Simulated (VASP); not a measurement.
Crystal: Zr4Ag.

```
CELL_PARAMETERS angstrom
-2.15698 2.15698 4.10912
2.15698 -2.15698 4.10912
2.15698 2.15698 -4.10912
ATOMIC_POSITIONS crystal
Zr 0.75561 0.75561 0.00000
Zr 0.50000 0.00000 0.50000
Zr 0.00000 0.50000 0.50000
Zr 0.24439 0.24439 0.00000
Ag 0.00000 0.00000 0.00000
```

The cell was built from a structure type or drawn by symmetry, and may not be a known phase.

- Program: VASP 6.6.1
- Task: relaxation of cell and atoms
- Functional: PBE
- Potentials or basis: VASP PAW PBE potentials, release 64 (Zr_sv, Ag)
- Cutoff: 600 eV
- k mesh: 5 × 5 × 5
- Occupations: gaussian, width 0.2 eV
- Spin: no spin polarisation

At the start: pressure 149.7 GPa; volume 15.29 Å³/atom.

Problem. How do energy, volume and symmetry change on relaxing?

Solution. Over 17 steps the energy falls by 3980.6 meV/atom and the volume is 24.63 Å³/atom (+61.0 %); space group I4/mmm (No. 139, to 0.1 Å) before and after.

Step by step:
```tsv
step	energy change (eV)	largest force (eV/Å)	pressure (GPa)	volume (Å³)
1	0.0000	17.9632	149.69	76.47
2	-3.0319	2.0833	-12.11	367.57
3	-17.3770	0.0881	-10.85	158.72
4	-18.0921	0.1268	-8.37	147.41
5	-18.6862	0.3056	6.19	119.27
6	-18.7798	0.3559	0.21	127.42
7	-18.7842	0.3561	1.15	125.94
8	-19.3900	0.3772	-3.11	129.81
9	-19.4853	0.7520	-4.35	131.34
10	-19.6868	1.3466	2.19	120.54
11	-19.6915	1.2630	1.26	121.81
12	-19.8294	0.8440	1.60	120.90
13	-19.8749	0.0597	2.31	119.89
14	-19.8772	0.2401	2.13	120.09
15	-19.8861	0.0048	-1.82	126.04
16	-19.9017	0.0956	-0.16	123.34
17	-19.9031	0.0115	-0.01	123.13
```

Final structure:
```
CELL_PARAMETERS angstrom
-2.71521 2.71521 4.17548
2.71521 -2.71521 4.17548
2.71521 2.71521 -4.17548
ATOMIC_POSITIONS crystal
Zr 0.67841 0.67841 0.00000
Zr 0.50000 0.00000 0.50000
Zr 0.00000 0.50000 0.50000
Zr 0.32159 0.32159 0.00000
Ag 0.00000 0.00000 0.00000
```

Caveat: the volume moved by over 15 % at a fixed basis, so the end points are rough.
